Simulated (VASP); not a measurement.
# Mo (Im-3m) in VASP: a series of runs

The runs below take Mo through single point, relaxation of cell and atoms, with PBE+D4.

All numbers are computed with VASP 6.6.1; they aren't measurements. Logs are shortened: lines on timing, memory, paths and dates and some standing lists are left out, and cuts for length are marked.

### 1 The cell of the first run

Symmetry: Im-3m, No. 229, cubic system. The conventional cell has a = 3.130 Å, b = 3.130 Å, c = 3.130 Å, α = 90.00°, β = 90.00°, γ = 90.00°. Within 3.6 Å of Mo (site symmetry m-3m) lie 14 Mo at 2.71 to 3.13 Å.

### 2 Single point, PBE+D4

Input file INCAR:

```
SYSTEM = Mo
PREC = Accurate
ENCUT = 500
EDIFF = 1E-6
ISMEAR = 0
SIGMA = 0.1
LREAL = .False.
LASPH = .True.
NELM = 120
ALGO = Normal
ISIF = 2
LWAVE = .False.
LCHARG = .True.
GGA = PE
IVDW = 13
LELF = .True.
LVHAR = .True.
NBANDS = 13
GGA_COMPAT = .False.
```

Input file KPOINTS:

```
regular mesh
0
Gamma
  8 8 8
  0 0 0
```

Input file POSCAR:

```
Mo
1.0
   -1.5650000000      1.5650000000      1.5650000000
    1.5650000000     -1.5650000000      1.5650000000
    1.5650000000      1.5650000000     -1.5650000000
Mo
1
Direct
    0.0000000000      0.0000000000      0.0000000000
```

Potentials or basis: VASP PAW PBE potentials, release 64 (Mo_sv).

The run is started by

```console
$ cat potpaw_PBE.64/Mo_sv/POTCAR > POTCAR
$ mpirun -np 1 vasp_std > vasp.out
```

OUTCAR:

```text
SYSTEM = Mo
   PREC = Accurate
   ENCUT = 500
   EDIFF = 1E-6
   ISMEAR = 0
   LREAL = .False.
   LASPH = .True.
   NELM = 120
   ISIF = 2
   GGA = PE
   IVDW = 13

 ion  position               nearest neighbor table
   1  0.000  0.000  0.000-

  LATTYP: Found a body centered cubic cell.
 ALAT       =     3.1300000000

  Lattice vectors:

 A1 = (  -1.5650000000,   1.5650000000,   1.5650000000)
 A2 = (   1.5650000000,  -1.5650000000,   1.5650000000)
 A3 = (   1.5650000000,   1.5650000000,  -1.5650000000)

Analysis of symmetry for initial positions (statically):
=====================================================================
 Subroutine PRICEL returns:
 Original cell was already a primitive cell.

 Routine SETGRP: Setting up the symmetry group for a
 body centered cubic supercell.

 Subroutine GETGRP returns: Found 48 space group operations
 (whereof 48 operations were pure point group operations)
 out of a pool of 48 trial point group operations.

The static configuration has the point symmetry O_h .

Analysis of symmetry for dynamics (positions and initial velocities):
=====================================================================
 Subroutine PRICEL returns:
 Original cell was already a primitive cell.

 Routine SETGRP: Setting up the symmetry group for a
 body centered cubic supercell.

 Subroutine GETGRP returns: Found 48 space group operations
 (whereof 48 operations were pure point group operations)
 out of a pool of 48 trial point group operations.

The dynamic configuration has the point symmetry O_h .

 Subroutine INISYM returns: Found 48 space group operations
 (whereof 48 operations are pure point group operations),
 and found     1 'primitive' translations

----------------------------------------------------------------------------------------

                                     Primitive cell

  volume of cell :      15.3321

  direct lattice vectors                    reciprocal lattice vectors
    -1.565000000  1.565000000  1.565000000     0.000000000  0.319488818  0.319488818
     1.565000000 -1.565000000  1.565000000     0.319488818  0.000000000  0.319488818
     1.565000000  1.565000000 -1.565000000     0.319488818  0.319488818  0.000000000

  length of vectors
     2.710659514  2.710659514  2.710659514     0.451825419  0.451825419  0.451825419

  position of ions in fractional coordinates (direct lattice)
     0.000000000  0.000000000  0.000000000

  ion indices of the primitive-cell ions
   primitive index   ion index
                 1           1

[... 82 lines left out ...]
   NELECT =      14.0000    total number of electrons
   NUPDOWN=      -1.0000    fix difference up-down
   EMIN   =  10.00;   EMAX   =-10.00  energy-range for DOS
   EFERMI =   0.00;   METHOD = LEGACY
   ISMEAR =     0;   SIGMA  =   0.10  broadening in eV -4-tet -1-fermi 0-gaus
   EFERMI_NEDOS =   21; number of points for ismear=-14 and -15
   IALGO  =     38    algorithm
   IMIX   =      4    mixing-type and parameters
     AMIX     =   0.40;   BMIX     =  1.00
     AMIX_MAG =   1.60;   BMIX_MAG =  1.00
  volume/ion in A,a.u.               =      15.33       103.47
  Fermi-wavevector in a.u.,A,eV,Ry     =   1.588241  3.001341 34.320841  2.522511
  Thomas-Fermi vector in A             =   2.687275
   LORBIT       =      0    0 simple, 1 ext, 2 COOP (PROOUT), +10 PAW based schemes
   GGA     = PE    functional components
   LHFCALC =     F    Hartree Fock is set to
   AEXX    =    0.0000 exact exchange contribution
   IVDW    =    13    specifies the selected vdW correction
   LEPSILON=     F    determine dielectric tensor
   LRPA    =     F    only Hartree local field effects (RPA)
 non-spin polarized calculation
 Gauss-broadening in eV      SIGMA  =   0.10
  energy-cutoff  :      500.00
  volume of cell :       15.33
 maximum number of plane-waves:       402
   NGX =  9   NGY =  9   NGZ =  9

 number of electron      13.9999998 magnetization

 Free energy of the ion-electron system (eV)
  ---------------------------------------------------
  ext. energy  EPLUGINS =         0.00000000
  ---------------------------------------------------
  free energy    TOTEN  =       -10.90044769 eV

  energy without entropy =      -10.89564876  energy(sigma->0) =      -10.89804823

 E-fermi :  12.7895     XC(G=0): -13.5008

 val. band max:       12.7590702766   @ k =  -0.2500   0.2500   0.1250
 cond. band min:      12.9515387846   @ k =   0.3750   0.0000   0.0000
 fundamental gap:      0.1924685081
 Fermi energy:        12.7895387405

 k-point     1 :       0.0000    0.0000    0.0000
  band No.  band energies     occupation
      1     -48.3805      2.00000
      2     -21.6005      2.00000
      3     -21.6005      2.00000
      4     -21.6005      2.00000
      5       5.6088      2.00000
      6      11.5035      2.00000
      7      11.5035      2.00000
      8      11.5035      2.00000
      9      14.6021      0.00000
     10      14.6021      0.00000
     11      27.7678      0.00000
     12      27.7678      0.00000
     13      27.7678      0.00000
[... 354 lines left out ...]
  band No.  band energies     occupation
      1     -48.0314      2.00000
      2     -22.7052      2.00000
      3     -22.2818      2.00000
      4     -22.1479      2.00000
      5       8.8663      2.00000
      6       9.4615      2.00000
      7      12.2585      2.00000
      8      13.1160      0.00000
      9      15.8656      0.00000
     10      18.0528      0.00000
     11      26.9690      0.00000
     12      29.0393      0.00000
     13      30.0418      0.00000

 [... further k-points ...]

------------------------ aborting loop because EDIFF is reached ----------------------------------------

  DFT-D4 for vdW energy calculation

  Edisp (eV):   -0.62037

  FORCE on cell =-STRESS in cart. coord.  units (eV):
  Direction    XX          YY          ZZ          XY          YZ          ZX
  --------------------------------------------------------------------------------------
  -------------------------------------------------------------------------------------
  Total       0.29570     0.29570     0.29570     0.00000     0.00000    -0.00000
  in kB      30.90048    30.90048    30.90048     0.00000     0.00000    -0.00000
  external pressure =       30.90 kB  Pullay stress =        0.00 kB

 VOLUME and BASIS-vectors are now :
 -----------------------------------------------------------------------------
  energy-cutoff  :      500.00
  volume of cell :       15.33
      direct lattice vectors                 reciprocal lattice vectors
    -1.565000000  1.565000000  1.565000000     0.000000000  0.319488818  0.319488818
     1.565000000 -1.565000000  1.565000000     0.319488818  0.000000000  0.319488818
     1.565000000  1.565000000 -1.565000000     0.319488818  0.319488818  0.000000000

 POSITION                                       TOTAL-FORCE (eV/Angst)
 -----------------------------------------------------------------------------------
      0.00000      0.00000      0.00000         0.000000      0.000000      0.000000
 -----------------------------------------------------------------------------------
    total drift:                                0.000000     -0.000000      0.000000

  FREE ENERGIE OF THE ION-ELECTRON SYSTEM (eV)
  ---------------------------------------------------
  free  energy   TOTEN  =       -11.5208175194 eV

  energy  without entropy=      -11.5160185894  energy(sigma->0) =      -11.51841805
```

stdout:

```text
POSCAR found type information on POSCAR Mo
 POSCAR found :  1 types and       1 ions
 scaLAPACK will be used
 LDA part: xc-table for (Slater+PW92), standard interpolation
 POSCAR, INCAR and KPOINTS ok, starting setup
 FFT: planning ... GRIDC
 FFT: planning ... GRID_SOFT
 FFT: planning ... GRID
 WAVECAR not read
 entering main loop
```

Wall time 3.9 s (1 thread of Intel Xeon Platinum 8375C at 2.90GHz (Ice Lake), shared host); peak memory 0.12 GiB.

Results:

```yaml
Free_energy: -11.5208 eV
Pressure: 3.1 GPa
Band_gap_on_the_k_mesh: zero (band 7 reaches 17.00 eV, above the bottom of band 8 at 11.50 eV)
Dispersion_energy_per_atom: -0.620 eV
```

Levels at points of the mesh, in eV from the Fermi level:
| k point | band 3 | band 4 | band 5 | band 6 | band 7 | band 8 | band 9 | band 10 | band 11 | band 12 |
| --- | --- | --- | --- | --- | --- | --- | --- | --- | --- | --- |
| (0.00, 0.00, 0.00) | -34.39 | -34.39 | -7.18 | -1.29 | -1.29 | -1.29 | 1.81 | 1.81 | 14.98 | 14.98 |
| (0.50, 0.00, 0.00) | -34.86 | -34.40 | -5.33 | -3.38 | 1.82 | 1.85 | 2.50 | 5.00 | 12.06 | 12.12 |
| (0.50, 0.50, 0.50) | -35.41 | -35.41 | -5.47 | -5.47 | 4.21 | 4.21 | 4.21 | 9.33 | 9.33 | 9.33 |

Caveat: pairwise dispersion overbinds metals, which lowers pressure and volume.

### 3 Single point, PBE+D4

This run uses another cell than the first one, of 15.44 Å³/atom, 1.007 times its volume.

Input file INCAR:

```
SYSTEM = Mo
PREC = Accurate ; ENCUT = 500
EDIFF = 1E-6 ; ISMEAR = 0
SIGMA = 0.1 ; LREAL = .FALSE.
LASPH = .TRUE. ; NELM = 120
ALGO = Normal ; ISIF = 2
LWAVE = .FALSE. ; LCHARG = .FALSE.
GGA = PE ; IVDW = 13
NBANDS = 13 ; GGA_COMPAT = .FALSE.
```

Input file KPOINTS:

```
Automatic mesh
0
G
  18 18 18
  0 0 0
```

Input file POSCAR:

```
Mo
1.0
   -1.5685783576      1.5685783576      1.5685783576
    1.5685783576     -1.5685783576      1.5685783576
    1.5685783576      1.5685783576     -1.5685783576
Mo
1
Direct
    0.0000000000      0.0000000000      0.0000000000
```

Potentials or basis: VASP PAW PBE potentials, release 64 (Mo_sv).

The run is started by

```console
$ cat potpaw_PBE.64/Mo_sv/POTCAR > POTCAR
$ mpirun -np 1 vasp_std > vasp.out
```

OUTCAR:

```text
SYSTEM = Mo
   PREC = Accurate
   ENCUT = 500
   EDIFF = 1E-6
   ISMEAR = 0
   LREAL = .FALSE.
   LASPH = .TRUE.
   NELM = 120
   ISIF = 2
   GGA = PE
   IVDW = 13

 ion  position               nearest neighbor table
   1  0.000  0.000  0.000-

  LATTYP: Found a body centered cubic cell.
 ALAT       =     3.1371567152

  Lattice vectors:

 A1 = (  -1.5685783576,   1.5685783576,   1.5685783576)
 A2 = (   1.5685783576,  -1.5685783576,   1.5685783576)
 A3 = (   1.5685783576,   1.5685783576,  -1.5685783576)

[... 564 lines left out ...]

------------------------ aborting loop because EDIFF is reached ----------------------------------------

  DFT-D4 for vdW energy calculation

  Edisp (eV):   -0.61634

  FORCE on cell =-STRESS in cart. coord.  units (eV):
  Direction    XX          YY          ZZ          XY          YZ          ZX
  --------------------------------------------------------------------------------------
  -------------------------------------------------------------------------------------
  Total       0.05500     0.05500     0.05500    -0.00000    -0.00000     0.00000
  in kB       5.70829     5.70829     5.70829    -0.00000    -0.00000     0.00000
  external pressure =        5.71 kB  Pullay stress =        0.00 kB

 VOLUME and BASIS-vectors are now :
 -----------------------------------------------------------------------------
  energy-cutoff  :      500.00
  volume of cell :       15.44
      direct lattice vectors                 reciprocal lattice vectors
    -1.568578358  1.568578358  1.568578358     0.000000000  0.318759976  0.318759976
     1.568578358 -1.568578358  1.568578358     0.318759976  0.000000000  0.318759976
     1.568578358  1.568578358 -1.568578358     0.318759976  0.318759976  0.000000000

 POSITION                                       TOTAL-FORCE (eV/Angst)
 -----------------------------------------------------------------------------------
      0.00000      0.00000      0.00000         0.000000      0.000000     -0.000000
 -----------------------------------------------------------------------------------
    total drift:                                0.000000     -0.000000      0.000000

  FREE ENERGIE OF THE ION-ELECTRON SYSTEM (eV)
  ---------------------------------------------------
  free  energy   TOTEN  =       -11.5435931595 eV

  energy  without entropy=      -11.5412101356  energy(sigma->0) =      -11.54240165
```

stdout:

```text
POSCAR found type information on POSCAR Mo
 POSCAR found :  1 types and       1 ions
 scaLAPACK will be used
 LDA part: xc-table for (Slater+PW92), standard interpolation
 POSCAR, INCAR and KPOINTS ok, starting setup
 FFT: planning ... GRIDC
 FFT: planning ... GRID_SOFT
 FFT: planning ... GRID
 WAVECAR not read
 entering main loop
```

Wall time 15 s (1 thread of Intel Xeon Platinum 8375C at 2.90GHz (Ice Lake), shared host); peak memory 0.15 GiB.

What came out:

| Quantity | Value |
| --- | --- |
| Free energy | -11.5436 eV |
| Pressure | 0.6 GPa |
| Band gap on the k mesh | zero (band 7 reaches 16.85 eV, above the bottom of band 8 at 11.41 eV) |
| Dispersion energy per atom | -0.616 eV |

Levels at points of the mesh, in eV from the Fermi level:
| k point | band 3 | band 4 | band 5 | band 6 | band 7 | band 8 | band 9 | band 10 | band 11 | band 12 |
| --- | --- | --- | --- | --- | --- | --- | --- | --- | --- | --- |
| (0.00, 0.00, 0.00) | -34.54 | -34.54 | -7.30 | -1.41 | -1.41 | -1.41 | 1.66 | 1.66 | 14.83 | 14.83 |
| (0.50, 0.00, 0.00) | -35.01 | -34.56 | -5.42 | -3.49 | 1.65 | 1.70 | 2.34 | 4.81 | 11.82 | 11.96 |
| (0.50, 0.50, 0.50) | -35.54 | -35.54 | -5.56 | -5.56 | 4.03 | 4.03 | 4.03 | 9.14 | 9.14 | 9.14 |

Caveat: pairwise dispersion overbinds metals, which lowers pressure and volume.

### 4 Relaxation of cell and atoms, PBE+D4

Input file INCAR:

```
PREC = Accurate
ENCUT = 500
EDIFF = 1E-7
ISMEAR = 0
SIGMA = 0.1
LREAL = F
LASPH = T
NELM = 120
ALGO = Normal
ISIF = 3
LWAVE = F
LCHARG = F
GGA = PE
IVDW = 13
IBRION = 2
NSW = 100
EDIFFG = -0.002
GGA_COMPAT = F
NELMIN = 4
```

Input file KPOINTS:

```
Automatic mesh
0
Gamma
  18 18 18
```

Input file POSCAR:

```
Mo
1.0
   -1.5650000000      1.5650000000      1.5650000000
    1.5650000000     -1.5650000000      1.5650000000
    1.5650000000      1.5650000000     -1.5650000000
Mo
1
Direct
    0.0000000000      0.0000000000      0.0000000000
```

Potentials or basis: VASP PAW PBE potentials, release 64 (Mo_sv).

The run is started by

```console
$ cat potpaw_PBE.64/Mo_sv/POTCAR > POTCAR
$ mpirun -np 1 vasp_std > vasp.out
```

OUTCAR:

```text
PREC = Accurate
   ENCUT = 500
   EDIFF = 1E-7
   ISMEAR = 0
   LREAL = F
   LASPH = T
   NELM = 120
   ISIF = 3
   GGA = PE
   IVDW = 13
   IBRION = 2
   NSW = 100
   EDIFFG = -0.002
   NELMIN = 4

 ion  position               nearest neighbor table
   1  0.000  0.000  0.000-

  LATTYP: Found a body centered cubic cell.
 ALAT       =     3.1300000000

  Lattice vectors:

 A1 = (  -1.5650000000,   1.5650000000,   1.5650000000)
 A2 = (   1.5650000000,  -1.5650000000,   1.5650000000)
 A3 = (   1.5650000000,   1.5650000000,  -1.5650000000)

Analysis of symmetry for initial positions (statically):
=====================================================================
 Subroutine PRICEL returns:
 Original cell was already a primitive cell.

 Routine SETGRP: Setting up the symmetry group for a
 body centered cubic supercell.
[... 404 lines left out ...]
  ext. energy  EPLUGINS =         0.00000000
  ---------------------------------------------------
  free energy    TOTEN  =       -10.92842110 eV

  energy without entropy =      -10.92601508  energy(sigma->0) =      -10.92721809

 E-fermi :  12.7864     XC(G=0): -13.4500

 val. band max:       12.7836561572   @ k =  -0.3889   0.4444   0.2778
 cond. band min:      12.7903395366   @ k =   0.3889   0.1111   0.0000
 fundamental gap:      0.0066833794
 Fermi energy:        12.7864019509

 k-point     1 :       0.0000    0.0000    0.0000
  band No.  band energies     occupation
      1     -48.5187      2.00000
      2     -21.7604      2.00000
      3     -21.7604      2.00000
      4     -21.7604      2.00000
      5       5.4934      2.00000
      6      11.3793      2.00000
      7      11.3793      2.00000
      8      11.3793      2.00000
      9      14.4445      0.00000
     10      14.4445      0.00000
     11      27.6115      0.00000
[... 309 lines left out ...]
 k-point    24 :       0.3889    0.1111    0.0000
  band No.  band energies     occupation
      1     -48.2425      2.00000
      2     -23.1178      2.00000
      3     -22.2614      2.00000
      4     -21.8356      2.00000
      5       7.7958      2.00000
      6       9.4728      2.00000
      7      12.7903      0.95559
      8      14.3501      0.00000
      9      15.5081      0.00000
     10      18.2344      0.00000
     11      24.6225      0.00000

 [... further k-points ...]

------------------------ aborting loop because EDIFF is reached ----------------------------------------

  DFT-D4 for vdW energy calculation

  Edisp (eV):   -0.61519
[... 24 lines left out ...]
  FREE ENERGIE OF THE ION-ELECTRON SYSTEM (eV)
  ---------------------------------------------------
  free  energy   TOTEN  =       -11.5436123248 eV

  energy  without entropy=      -11.5412063073  energy(sigma->0) =      -11.54240932

 reached required accuracy - stopping structural energy minimisation
```

OSZICAR:

```text
N       E                     dE             d eps       ncg     rms          rms(c)
DAV:   1     0.869923452427E+02    0.86992E+02   -0.81663E+03  4354   0.127E+03
DAV:   2    -0.103539358700E+02   -0.97346E+02   -0.94056E+02  4662   0.336E+02
DAV:   3    -0.115560092994E+02   -0.12021E+01   -0.11927E+01  4933   0.377E+01
[... 49 lines left out ...]
       N       E                     dE             d eps       ncg     rms          rms(c)
DAV:   1    -0.109284211011E+02   -0.49668E-07   -0.18935E-11  2145   0.674E-05    0.108E-05
DAV:   2    -0.109284210998E+02    0.13051E-08   -0.54960E-12  2145   0.289E-05    0.215E-06
DAV:   3    -0.109284211006E+02   -0.77307E-09   -0.19614E-13  2145   0.108E-05    0.147E-06
DAV:   4    -0.109284211010E+02   -0.43724E-09   -0.13918E-12  2145   0.329E-06
   7 F= -.11543612E+02 E0= -.11542409E+02  d E =-.821565E-11
```

CONTCAR:

```text
Mo
   1.00000000000000
    -1.5696127084352556    1.5696127084352556    1.5696127084352556
     1.5696127084352556   -1.5696127084352556    1.5696127084352556
     1.5696127084352556    1.5696127084352556   -1.5696127084352556
  Mo
     1
Direct
     0.0000000000000000    0.0000000000000000    0.0000000000000000

  0.00000000E+00  0.00000000E+00  0.00000000E+00
```

Run time: 52 s. Hardware: 1 thread of Intel Xeon Platinum 8375C at 2.90GHz (Ice Lake), shared host; peak memory 0.16 GiB.

What came out:

| Quantity | Value |
| --- | --- |
| Free energy | -11.5436 eV |
| Relaxed volume | 15.47 Å³/atom |
| Relaxed cell | a = 2.719 Å, b = 2.719 Å, c = 2.719 Å, α = 109.47°, β = 109.47°, γ = 109.47° |
| Space group after relaxing (to 0.05 Å) | Im-3m (No. 229) |
| Energy gained by relaxing | 1.0 meV/atom |
| Ionic steps | 7 |
| Pressure after relaxing | 0.0 GPa |
| Band gap on the k mesh | zero (band 7 reaches 16.80 eV, above the bottom of band 8 at 11.38 eV) |
| Dispersion energy per atom | -0.615 eV |

Step by step:
```
step  energy change (eV)  largest force (eV/Å)  pressure (GPa)  volume (Å³)
   1              0.0000                0.0000            2.49        15.33
   2              0.0073                0.0000           -6.59        15.87
   3             -0.0010                0.0000           -0.02        15.47
   4             -0.0010                0.0000            0.02        15.47
   5             -0.0010                0.0000            0.02        15.47
   6             -0.0010                0.0000            0.02        15.47
   7             -0.0010                0.0000            0.02        15.47
```

Final structure:
```
Mo
1.0
    -1.56961    1.56961    1.56961
     1.56961   -1.56961    1.56961
     1.56961    1.56961   -1.56961
Mo
1
Direct
  0.00000 0.00000 0.00000
```

Caveat: pairwise dispersion overbinds metals, which lowers pressure and volume.

### 5 Overview

| task | cell | k mesh | gap on the mesh (eV) | pressure (GPa) |
| --- | --- | --- | --- | --- |
| single point | a = 2.711 Å, angles 109.5°, 1 atom | 8 × 8 × 8 | none | 3.1 |
| single point | a = 2.717 Å, angles 109.5°, 1 atom | 18 × 18 × 18 | none | 0.6 |
| relaxation of cell and atoms | relaxed from a = 2.711 Å, angles 109.5°, 1 atom | 18 × 18 × 18 | none | 0.0 |

Alike in all rows: level PBE+D4; potentials or basis VASP PAW PBE potentials, release 64 (Mo_sv); no spin polarisation; cutoff (eV) 500; smearing gaussian 0.1 eV.

Caveats: pairwise dispersion overbinds metals, which lowers pressure and volume.

Absolute energies hang on the potentials; compare differences alone.
